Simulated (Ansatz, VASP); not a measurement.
## InO in VASP and in Ansatz

The input INCAR:

```
ALGO = Normal
EDIFF = 1E-6
ENCUT = 520
ISIF = 2
ISMEAR = 0
LASPH = T
LCHARG = T
LELF = T
LREAL = F
LVHAR = T
LWAVE = F
NBANDS = 27
NELM = 80
PREC = Accurate
SIGMA = 0.03
```

File KPOINTS:

```
k-points
0
Gamma
  12 12 2
```

File POSCAR:

```
InO
1.0
    3.6262944914      0.0000000000      0.0000000000
   -1.8131472457      3.1404631511      0.0000000000
    0.0000000000      0.0000000000     15.8771000000
In O
2 2
Direct
    0.6666666667      0.3333333333      0.5900210000
    0.6666666667      0.3333333333      0.4099790000
    0.0000000000      0.0000000000      0.6398670000
    0.0000000000      0.0000000000      0.3601330000
```

Input for Ansatz:

```yaml
crystal:
  lattice:
    - [3.6262944914, 0.0, 0.0]
    - [-1.8131472457, 3.1404631511, 0.0]
    - [0.0, 0.0, 15.8771]
  atoms:
    - { symbol: In, position: [0.6666666667, 0.3333333333, 0.590021] }
    - { symbol: In, position: [0.6666666667, 0.3333333333, 0.409979] }
    - { symbol: O, position: [0.0, 0.0, 0.639867] }
    - { symbol: O, position: [0.0, 0.0, 0.360133] }
basis:
  ecutwfc: 420
kpoints:
  mp_grid: { grid: [12, 12, 2] }
hamiltonian:
  xc: lda
scf:
  occupations: { method: gaussian, width: 0.03 }
output:
  forces: true
  stress: true
  eigenvalues: true
```

Change from the starting cell: strain +0.050 along x and y, +0.000 along z, atoms carried along.

Alike in both runs: task single point; functional LDA; k mesh 12 × 12 × 2; occupations gaussian, width 0.03 eV; no spin polarisation.

```csv
,VASP,Ansatz
version,VASP 6.6.1,Ansatz 0.2.0
potentials or method,"VASP PAW LDA potentials, release 64 (In_d, O), cutoff 520 eV","scalar-relativistic, plane waves, PAW"
valence electrons in the cell,38,38
```

|  | VASP | Ansatz | Ansatz less VASP |
| --- | --- | --- | --- |
| gap on the k mesh at the Fermi level (eV) | 0.21 | 0.22 | +0.005 |
| least direct gap on the mesh (eV) | 0.66 | 0.66 | -0.002 |
| rms of the force components (eV/Å) | 0.554 | 0.566 | +0.0115 |

LDA's correlation is that of Perdew and Zunger in VASP and of Perdew and Wang (1992) in Ansatz. Atom by atom the forces differ by 0.012 eV/Å (rms over components).
